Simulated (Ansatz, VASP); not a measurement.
## WSe: VASP beside Ansatz

File INCAR:

```
SYSTEM = WSe
PREC = Accurate
ENCUT = 520
EDIFF = 1E-7
ISMEAR = 0
SIGMA = 0.1
LREAL = .False.
LASPH = .True.
NELM = 150
ALGO = Normal
ISIF = 2
LWAVE = .False.
LCHARG = .True.
ISPIN = 2
MAGMOM = 2.5 0
LORBIT = 11
LMAXMIX = 4
GGA = PE
LELF = .True.
LVHAR = .True.
NBANDS = 21
```

Contents of KPOINTS:

```
Automatic mesh
0
Gamma
  12 12 12
  0 0 0
```

Contents of POSCAR:

```
WSe
1.0
    0.0000000000      2.8388664208      2.8388664208
    2.8388664208      0.0000000000      2.8388664208
    2.8388664208      2.8388664208      0.0000000000
W Se
1 1
Direct
    0.0000000000      0.0000000000      0.0000000000
    0.2500000000      0.2500000000      0.2500000000
```

Input for Ansatz:

```yaml
crystal:
  lattice:
    - [0.0, 2.8388664208, 2.8388664208]
    - [2.8388664208, 0.0, 2.8388664208]
    - [2.8388664208, 2.8388664208, 0.0]
  atoms:
    - { symbol: W, position: [0.0, 0.0, 0.0], spin: 2.5 }
    - { symbol: Se, position: [0.25, 0.25, 0.25] }
basis:
  ecutwfc: 420
kpoints:
  mp_grid: { grid: [12, 12, 12] }
hamiltonian:
  xc: pbe
scf:
  occupations: { method: gaussian, width: 0.1 }
  lower_state_search: "off"
output:
  forces: true
  stress: true
  eigenvalues: true
  populations: true
magnetization:
  spin_polarized: true
```

Alike in both runs: task single point; functional PBE; k mesh 12 × 12 × 12; occupations gaussian, width 0.1 eV; collinear spin.

```csv
,VASP,Ansatz
version,VASP 6.6.1,Ansatz 0.2.0
potentials or method,"VASP PAW PBE potentials, release 64 (W_sv, Se), cutoff 520 eV","scalar-relativistic, plane waves, PAW"
valence electrons in the cell,20,30
```

Ansatz gave:

* gap on the k mesh at the Fermi level (eV): none
* pressure (GPa): 0.0
* net moment per atom (μB): 0.64
* size of the moment on the site where the two differ most (μB): 0.79

Estimate VASP's values.

gap on the k mesh at the Fermi level (eV): none; pressure (GPa): 0.2; net moment per atom (μB): 0.64; size of the moment on the site where the two differ most (μB): 1.03.

Site moments also hang on the region over which each program counts them. A gap of «none» marks a metal or a gap that the smearing closes. With one functional, cell and mesh, what is left measures potentials, basis and numerics. VASP's potentials hold 20 valence electrons a cell and Ansatz's 30, so a difference there can come from the potentials and not from the codes.

Neither program's run includes spin-orbit coupling.
